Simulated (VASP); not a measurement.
A run of VASP 6.6.1 is set up as follows.

INCAR

```
SYSTEM = Co
  PREC = Accurate
  ENCUT = 600
  EDIFF = 1E-6
  ISMEAR = 1
  SIGMA = 0.1
  LREAL = Auto
  LASPH = .True.
  NELM = 120
  ALGO = Normal
  ISIF = 2
  LWAVE = .False.
  LCHARG = .True.
  GGA = PE
  LELF = .True.
  LVHAR = .True.
  NBANDS = 186
  GGA_COMPAT = .False.
```

Contents of KPOINTS:

```
Automatic mesh
0
Gamma
  2 2 2
  0 0 0
```

Contents of POSCAR:

```
Co
1.0
    7.3628142196      0.0000000860      0.0000000000
   -3.6814071843      6.3763841145      0.0000000000
    0.0000000000      0.0000000000      7.9135591145
Co
36
Direct
    0.1111111111      0.2222222222      0.1250000000
    0.2222222222      0.1111111111      0.3750000000
    0.1111111111      0.2222222222      0.6250000000
    0.2222222222      0.1111111111      0.8750000000
    0.1111111111      0.5555555556      0.1250000000
    0.2222222222      0.4444444444      0.3750000000
    0.1111111111      0.5555555556      0.6250000000
    0.2222222222      0.4444444444      0.8750000000
    0.1111111111      0.8888888889      0.1250000000
    0.2222222222      0.7777777778      0.3750000000
    0.1111111111      0.8888888889      0.6250000000
    0.2222222222      0.7777777778      0.8750000000
    0.4444444444      0.2222222222      0.1250000000
    0.5555555556      0.1111111111      0.3750000000
    0.4444444444      0.2222222222      0.6250000000
    0.5555555556      0.1111111111      0.8750000000
    0.4444444444      0.5555555556      0.1250000000
    0.5555555556      0.4444444444      0.3750000000
    0.4444444444      0.5555555556      0.6250000000
    0.5555555556      0.4444444444      0.8750000000
    0.4444444444      0.8888888889      0.1250000000
    0.5555555556      0.7777777778      0.3750000000
    0.4444444444      0.8888888889      0.6250000000
    0.5555555556      0.7777777778      0.8750000000
    0.7777777778      0.2222222222      0.1250000000
    0.8888888889      0.1111111111      0.3750000000
    0.7777777778      0.2222222222      0.6250000000
    0.8888888889      0.1111111111      0.8750000000
    0.7777777778      0.5555555556      0.1250000000
    0.8888888889      0.4444444444      0.3750000000
    0.7777777778      0.5555555556      0.6250000000
    0.8888888889      0.4444444444      0.8750000000
    0.7777777778      0.8888888889      0.1250000000
    0.8888888889      0.7777777778      0.3750000000
    0.7777777778      0.8888888889      0.6250000000
    0.8888888889      0.7777777778      0.8750000000
```

Potentials or basis: VASP PAW PBE potentials, release 64 (Co).

The run is started by

```console
$ cat potpaw_PBE.64/Co/POTCAR > POTCAR
$ mpirun -np 1 vasp_std > vasp.out
```

What does it give for the pressure?

-0.8 GPa.

Estimate the band gap on the k mesh.

zero (bands 162 and 163 overlap by 0.29 eV).

Stress tensor (GPa, compression positive):
```
 0.19  0.00  0.00
 0.00  0.19  0.00
 0.00  0.00 -2.79
```

Caveat: the k points lie up to 0.49 Å⁻¹ apart; the run has no spin polarisation, though such a crystal can be magnetic. Spin polarisation is off, so any magnetic state and its effect on volume and gap are missing.
